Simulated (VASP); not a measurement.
# CdTe (F-43m) in VASP: a series of runs

The runs below take CdTe through elastic constants, dielectric tensor, density of states, with PBEsol, r2SCAN, RPBE, PBE.

All numbers are computed with VASP 6.6.1; they aren't measurements. Logs are shortened: lines on timing, memory, paths and dates and some standing lists are left out, and cuts for length are marked.

## Step 1: The cell of the first run

Symmetry: F-43m, No. 216, cubic system. The conventional cell has a = 6.410 Å, b = 6.410 Å, c = 6.410 Å, α = 90.00°, β = 90.00°, γ = 90.00°. Within 3.7 Å of Te (site symmetry -43m) lie 4 Cd at 2.78 Å. Within 3.7 Å of Cd (site symmetry -43m) lie 4 Te at 2.78 Å.

## Step 2: Elastic constants, PBEsol

Contents of INCAR:

```
SYSTEM = CdTe
PREC = Accurate
ENCUT = 600
EDIFF = 1E-8
ISMEAR = -1
SIGMA = 0.05
LREAL = .False.
LASPH = .True.
NELM = 80
ALGO = Normal
ISIF = 3
LWAVE = .False.
LCHARG = .True.
GGA = PS
IBRION = 6
NFREE = 2
POTIM = 0.015
NSW = 1
```

Contents of KPOINTS:

```
regular mesh
0
Gamma
  5 5 5
  0 0 0
```

Contents of POSCAR:

```
CdTe
1.0
    0.0000000000      3.2050000000      3.2050000000
    3.2050000000      0.0000000000      3.2050000000
    3.2050000000      3.2050000000      0.0000000000
Te Cd
1 1
Direct
    0.7500000000      0.7500000000      0.7500000000
    0.0000000000      0.0000000000      0.0000000000
```

Potentials or basis: VASP PAW PBE potentials, release 64 (Te, Cd).

Launch:

```
> cat potpaw_PBE.64/Te/POTCAR potpaw_PBE.64/Cd/POTCAR > POTCAR
> mpirun -np 1 vasp_std > vasp.out
```

OUTCAR:

```text
SYSTEM = CdTe
   PREC = Accurate
   ENCUT = 600
   EDIFF = 1E-8
   ISMEAR = -1
   LREAL = .False.
   LASPH = .True.
   NELM = 80
   ISIF = 3
   GGA = PS
   IBRION = 6
   NFREE = 2
   POTIM = 0.015
   NSW = 1

 ion  position               nearest neighbor table
   1  0.750  0.750  0.750-   2 2.78   2 2.78   2 2.78   2 2.78
   2  0.000  0.000  0.000-   1 2.78   1 2.78   1 2.78   1 2.78

  LATTYP: Found a face centered cubic cell.
 ALAT       =     6.4100000000

  Lattice vectors:

 A1 = (   0.0000000000,   3.2050000000,   3.2050000000)
 A2 = (   3.2050000000,   0.0000000000,   3.2050000000)
 A3 = (   3.2050000000,   3.2050000000,   0.0000000000)

Analysis of symmetry for initial positions (statically):
=====================================================================
 Subroutine PRICEL returns:
 Original cell was already a primitive cell.

 Routine SETGRP: Setting up the symmetry group for a
 face centered cubic supercell.

 Subroutine GETGRP returns: Found 24 space group operations
 (whereof 24 operations were pure point group operations)
 out of a pool of 48 trial point group operations.

The static configuration has the point symmetry T_d .

Analysis of symmetry for dynamics (positions and initial velocities):
=====================================================================
 Subroutine PRICEL returns:
 Original cell was already a primitive cell.

 Routine SETGRP: Setting up the symmetry group for a
 face centered cubic supercell.

 Subroutine GETGRP returns: Found 24 space group operations
 (whereof 24 operations were pure point group operations)
 out of a pool of 48 trial point group operations.

The dynamic configuration has the point symmetry T_d .

 Subroutine INISYM returns: Found 24 space group operations
 (whereof 24 operations are pure point group operations),
 and found     1 'primitive' translations

[... 698 lines left out ...]
      3      -5.6900      2.00000
      4      -5.6441      2.00000
      5      -5.5523      2.00000
      6      -4.9994      2.00000
      7      -1.9268      2.00000
      8      -0.0942      2.00000
      9       0.7540      2.00000
     10       5.2286      0.00000
     11       6.4482      0.00000
     12      10.0929      0.00000
     13      10.4039      0.00000

 [... further k-points ...]

------------------------ aborting loop because EDIFF is reached ----------------------------------------

  FORCE on cell =-STRESS in cart. coord.  units (eV):
  Direction    XX          YY          ZZ          XY          YZ          ZX
  --------------------------------------------------------------------------------------
  -------------------------------------------------------------------------------------
  Total        0.7762952      0.7779165      0.7779165      0.0000000      0.1073750      0.0000000
  in kB       18.8896283     18.9290772     18.9290772      0.0000000      2.6127621      0.0000000
  external PRESSURE =      18.9159276 kB  Pullay stress =       0.0000000 kB
[... 17 lines left out ...]
  FREE ENERGIE OF THE ION-ELECTRON SYSTEM (eV)
  ---------------------------------------------------
  free  energy   TOTEN  =        -5.4532854764 eV

  energy  without entropy=       -5.4532729914  energy(sigma->0) =       -5.45327923

 INTERNAL STRAIN TENSORS FROM STRAINED CELLS
 ============================================

 INTERNAL STRAIN TENSOR FOR ION    1 for displacements in x,y,z  (eV/Angst):
          X           Y           Z          XY          YZ          ZX
  --------------------------------------------------------------------------------
  x     0.00000    -0.00000    -0.00000     0.00000     7.20599    -0.00000
  y    -0.00000    -0.00000    -0.00000     0.00000     0.00000     7.20600
  z    -0.00000    -0.00000     0.00000     7.20624     0.00000    -0.00000

 INTERNAL STRAIN TENSORS FROM DISPLACED ATOMS
 ============================================

 INTERNAL STRAIN TENSOR FOR ION    1 for displacements in x,y,z  (eV/Angst):
          X           Y           Z          XY          YZ          ZX
  --------------------------------------------------------------------------------
  x     0.00000     0.00000     0.00000     0.00000     7.16248    -0.00000
  y    -0.00000     0.00000    -0.00000     0.00000     0.00000     7.16248
  z     0.00000     0.00000     0.00000     7.16248    -0.00000     0.00000

 INTERNAL STRAIN TENSOR FOR ION    2 for displacements in x,y,z  (eV/Angst):
          X           Y           Z          XY          YZ          ZX
  --------------------------------------------------------------------------------
  x     0.00000     0.00000     0.00000    -0.00000    -7.16028    -0.00000
  y     0.00000     0.00000     0.00000    -0.00000    -0.00000    -7.16028
  z     0.00000     0.00000     0.00000    -7.16028    -0.00000    -0.00000

 Eigenvectors and eigenvalues of the dynamical matrix
 ----------------------------------------------------

   1 f  =    4.555253 THz    28.621499 2PiTHz  151.946886 cm-1    18.839004 meV
             X         Y         Z           dx          dy          dz
      4.807500  4.807500  4.807500     0.000000   -0.684788   -0.000000
      0.000000  0.000000  0.000000    -0.000000    0.728742    0.000000
[... 21 lines left out ...]
   6 f/i=    0.002636 THz     0.016560 2PiTHz    0.087914 cm-1     0.010900 meV
             X         Y         Z           dx          dy          dz
      4.807500  4.807500  4.807500    -0.064881    0.358009    0.631415
      0.000000  0.000000  0.000000    -0.060968    0.336416    0.593332

--------------------------------------------------------------------------------------------------------

 ELASTIC MODULI CONTR FROM IONIC RELAXATION (kBar)
 Direction    XX          YY          ZZ          XY          YZ          ZX
 --------------------------------------------------------------------------------
 XX          -0.0000     -0.0000     -0.0000     -0.0000      0.0000      0.0000
 YY          -0.0000     -0.0000     -0.0000     -0.0000     -0.0000     -0.0000
 ZZ          -0.0000     -0.0000     -0.0000     -0.0000     -0.0000      0.0000
 XY          -0.0000     -0.0000     -0.0000   -245.9271     -0.0000     -0.0000
 YZ           0.0000     -0.0000     -0.0000     -0.0000   -245.9271     -0.0000
 ZX           0.0000     -0.0000      0.0000     -0.0000     -0.0000   -245.9271
 --------------------------------------------------------------------------------

 TOTAL ELASTIC MODULI (kBar)
 Direction    XX          YY          ZZ          XY          YZ          ZX
 --------------------------------------------------------------------------------
 XX         587.2765    430.2588    430.2588     -0.0000      0.0000      0.0000
 YY         430.2588    587.2765    430.2588     -0.0000      0.0000     -0.0000
 ZZ         430.2588    430.2588    587.2765     -0.0000     -0.0000     -0.0000
 XY          -0.0000     -0.0000     -0.0000    190.7814     -0.0000     -0.0000
 YZ           0.0000      0.0000     -0.0000     -0.0000    190.7814     -0.0000
 ZX           0.0000     -0.0000     -0.0000     -0.0000     -0.0000    190.7814
 --------------------------------------------------------------------------------
```

OSZICAR:

```text
N       E                     dE             d eps       ncg     rms          rms(c)
DAV:   1     0.118338944032E+03    0.11834E+03   -0.91077E+03   260   0.135E+03
DAV:   2    -0.937893995953E+00   -0.11928E+03   -0.11483E+03   305   0.303E+02
DAV:   3    -0.566982574750E+01   -0.47319E+01   -0.47237E+01   315   0.624E+01
[... 209 lines left out ...]
DAV:   4    -0.545328455568E+01    0.15958E-04   -0.79934E-05   802   0.658E-02    0.148E-02
DAV:   5    -0.545328559742E+01   -0.10417E-05   -0.36933E-06   782   0.139E-02    0.528E-03
DAV:   6    -0.545328540838E+01    0.18904E-06   -0.87125E-07   762   0.691E-03    0.280E-03
DAV:   7    -0.545328547035E+01   -0.61968E-07   -0.13871E-07   822   0.286E-03    0.530E-04
DAV:   8    -0.545328547640E+01   -0.60531E-08   -0.79953E-09   546   0.661E-04
  17 F= -.54532855E+01 E0= -.54532792E+01  d E =-.124850E-04
```

Run time: 6.4 min. Hardware: 1 thread of AMD EPYC 7R43 (Zen 3), shared host; peak memory 0.21 GiB.

Results:

```
Elastic constants C11, C12, C44                         : 59, 43, 19 GPa
Voigt bulk modulus                                      : 48 GPa
Highest phonon frequency at Γ, LO-TO splitting left out : 152 cm⁻¹
```

Phonon frequencies in cm⁻¹ (negative: imaginary):
```
              q point        frequencies
(0.000, 0.000, 0.000)  0 0 0 152 152 152
```

Elastic tensor in Voigt notation (GPa, in the Cartesian axes of the cell as first typed):
```
59 43 43  0  0  0
43 59 43  0  0  0
43 43 59  0  0  0
 0  0  0 19  0  0
 0  0  0  0 19  0
 0  0  0  0  0 19
```

Clamped-ion elastic tensor (GPa):
```
59 43 43  0  0  0
43 59 43  0  0  0
43 43 59  0  0  0
 0  0  0 44  0  0
 0  0  0  0 44  0
 0  0  0  0  0 44
```

Caveat: the cell is under stress, which shifts elastic constants; the PAW data sets were made with another functional, which shifts forces and pressure a little; spin-orbit coupling is left out, which moves the levels of the heavy elements.

## Step 3: Elastic constants, PBEsol

Contents of INCAR:

```
SYSTEM = CdTe
PREC = Accurate
ENCUT = 600
EDIFF = 1E-8
ISMEAR = 0
SIGMA = 0.01
LREAL = .False.
LASPH = .True.
NELM = 80
ALGO = Normal
ISIF = 3
LWAVE = .False.
LCHARG = .False.
GGA = PS
NBANDS = 16
IBRION = 6
NFREE = 2
POTIM = 0.015
NSW = 1
```

Contents of KPOINTS:

```
regular mesh
0
Gamma
  6 6 6
  0 0 0
```

POSCAR is that of step 2.

Potentials or basis: VASP PAW PBE potentials, release 64 (Te, Cd).

Launch:

```
> cat potpaw_PBE.64/Te/POTCAR potpaw_PBE.64/Cd/POTCAR > POTCAR
> mpirun -np 1 vasp_std > vasp.out
```

OUTCAR:

```text
SYSTEM = CdTe
   PREC = Accurate
   ENCUT = 600
   EDIFF = 1E-8
   ISMEAR = 0
   LREAL = .False.
   LASPH = .True.
   NELM = 80
   ISIF = 3
   GGA = PS
   IBRION = 6
   NFREE = 2
   POTIM = 0.015
   NSW = 1

 ion  position               nearest neighbor table
   1  0.750  0.750  0.750-   2 2.78   2 2.78   2 2.78   2 2.78
   2  0.000  0.000  0.000-   1 2.78   1 2.78   1 2.78   1 2.78

  LATTYP: Found a face centered cubic cell.
 ALAT       =     6.4100000000

  Lattice vectors:

 A1 = (   0.0000000000,   3.2050000000,   3.2050000000)
 A2 = (   3.2050000000,   0.0000000000,   3.2050000000)
 A3 = (   3.2050000000,   3.2050000000,   0.0000000000)
[... 870 lines left out ...]
          X           Y           Z          XY          YZ          ZX
  --------------------------------------------------------------------------------
  x     0.00000    -0.00000    -0.00000     0.00000     7.18694     0.00000
  y    -0.00000    -0.00000    -0.00000     0.00000     0.00000     7.18694
  z    -0.00000    -0.00000     0.00000     7.18694     0.00000     0.00000

 INTERNAL STRAIN TENSOR FOR ION    2 for displacements in x,y,z  (eV/Angst):
          X           Y           Z          XY          YZ          ZX
  --------------------------------------------------------------------------------
  x     0.00000     0.00000     0.00000     0.00000    -7.18398     0.00000
  y    -0.00000     0.00000    -0.00000     0.00000     0.00000    -7.18398
  z     0.00000     0.00000     0.00000    -7.18398     0.00000     0.00000

 Eigenvectors and eigenvalues of the dynamical matrix
 ----------------------------------------------------

   1 f  =    4.556455 THz    28.629053 2PiTHz  151.986990 cm-1    18.843977 meV
             X         Y         Z           dx          dy          dz
      4.807500  4.807500  4.807500     0.000000    0.684832    0.000000
      0.000000  0.000000  0.000000     0.000000   -0.728701    0.000000
[... 21 lines left out ...]
   6 f/i=    0.002907 THz     0.018263 2PiTHz    0.096955 cm-1     0.012021 meV
             X         Y         Z           dx          dy          dz
      4.807500  4.807500  4.807500     0.000000    0.000000    0.728701
      0.000000  0.000000  0.000000     0.000000    0.000000    0.684832

--------------------------------------------------------------------------------------------------------

 ELASTIC MODULI CONTR FROM IONIC RELAXATION (kBar)
 Direction    XX          YY          ZZ          XY          YZ          ZX
 --------------------------------------------------------------------------------
 XX          -0.0000     -0.0000      0.0000      0.0000     -0.0000      0.0000
 YY          -0.0000     -0.0000     -0.0000      0.0000      0.0000      0.0000
 ZZ           0.0000     -0.0000     -0.0000     -0.0000      0.0000      0.0000
 XY           0.0000      0.0000     -0.0000   -247.4513      0.0000      0.0000
 YZ          -0.0000      0.0000      0.0000      0.0000   -247.4513      0.0000
 ZX           0.0000      0.0000      0.0000      0.0000      0.0000   -247.4513
 --------------------------------------------------------------------------------

 TOTAL ELASTIC MODULI (kBar)
 Direction    XX          YY          ZZ          XY          YZ          ZX
 --------------------------------------------------------------------------------
 XX         585.4880    428.8336    428.8336      0.0000     -0.0000     -0.0000
 YY         428.8336    585.4880    428.8336      0.0000      0.0000      0.0000
 ZZ         428.8336    428.8336    585.4880     -0.0000      0.0000     -0.0000
 XY           0.0000      0.0000     -0.0000    191.3041      0.0000      0.0000
 YZ          -0.0000      0.0000      0.0000      0.0000    191.3041      0.0000
 ZX          -0.0000      0.0000     -0.0000      0.0000      0.0000    191.3041
 --------------------------------------------------------------------------------
```

OSZICAR:

```text
N       E                     dE             d eps       ncg     rms          rms(c)
DAV:   1     0.108265293860E+03    0.10827E+03   -0.89973E+03   512   0.110E+03
DAV:   2    -0.187828883888E+01   -0.11014E+03   -0.10479E+03   608   0.250E+02
DAV:   3    -0.569062385477E+01   -0.38123E+01   -0.38070E+01   640   0.477E+01
DAV:   4    -0.572531544949E+01   -0.34692E-01   -0.34690E-01   784   0.401E+00
[... 203 lines left out ...]
DAV:   4    -0.546749864577E+01    0.14299E-04   -0.65559E-05  1904   0.513E-02    0.146E-02
DAV:   5    -0.546749962478E+01   -0.97902E-06   -0.31581E-06  1760   0.106E-02    0.495E-03
DAV:   6    -0.546749947881E+01    0.14597E-06   -0.77944E-07  1808   0.564E-03    0.229E-03
DAV:   7    -0.546749953618E+01   -0.57368E-07   -0.93587E-08  1768   0.196E-03    0.495E-04
DAV:   8    -0.546749954178E+01   -0.56048E-08   -0.65805E-09  1552   0.506E-04
  17 F= -.54674995E+01 E0= -.54674995E+01  d E =-.855628E-24
```

It took 6.9 min on 1 thread of AMD EPYC 9R45 (Zen 5), shared host; peak memory 0.29 GiB.

What came out:

```yaml
Elastic_constants_C11_C12_C44: 59, 43, 19 GPa
Voigt_bulk_modulus: 48 GPa
Highest_phonon_frequency_at_Γ_LO-TO_splitting_left_out: 152 cm⁻¹
```

Phonon frequencies in cm⁻¹ (negative: imaginary):
| q point | frequencies |
| --- | --- |
| (0.000, 0.000, 0.000) | 0 0 0 152 152 152 |

Elastic tensor in Voigt notation (GPa, in the Cartesian axes of the cell as first typed):
```
59 43 43  0  0  0
43 59 43  0  0  0
43 43 59  0  0  0
 0  0  0 19  0  0
 0  0  0  0 19  0
 0  0  0  0  0 19
```

Clamped-ion elastic tensor (GPa):
```
59 43 43  0  0  0
43 59 43  0  0  0
43 43 59  0  0  0
 0  0  0 44  0  0
 0  0  0  0 44  0
 0  0  0  0  0 44
```

Caveat: the cell is under stress, which shifts elastic constants; the PAW data sets were made with another functional, which shifts forces and pressure a little; spin-orbit coupling is left out, which moves the levels of the heavy elements.

(Continued in part 2 of 3.)
